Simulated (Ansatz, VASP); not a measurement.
## LiBr: VASP beside Ansatz

```
CELL_PARAMETERS angstrom
0.00000 2.79104 2.79104
2.79104 0.00000 2.79104
2.79104 2.79104 0.00000
ATOMIC_POSITIONS crystal
Li 0.00000 0.00000 0.00000
Br 0.50000 0.50000 0.50000
```

Change from the starting cell: volume scaled by 1.04, crystal datasets.

Alike in both runs: task electric field gradients; functional PBE; k mesh 12 × 12 × 12; occupations fermi-dirac, width 0.08 eV; no spin polarisation.

```csv
,VASP,Ansatz
version,VASP 6.6.1,Ansatz 0.2.0
potentials or method,"VASP PAW PBE potentials, release 64 (Li_sv, Br), cutoff 650 eV","all-electron PAW with datasets made for the crystal, scalar-relativistic"
```

|  | VASP | Ansatz | Ansatz less VASP |
| --- | --- | --- | --- |
| gap on the k mesh at the Fermi level (eV) | 4.76 | 4.75 | -0.009 |
| pressure (GPa) | -1.0 | -0.9 | +0.07 |

Ansatz ran all-electron here, and VASP with PAW potentials.
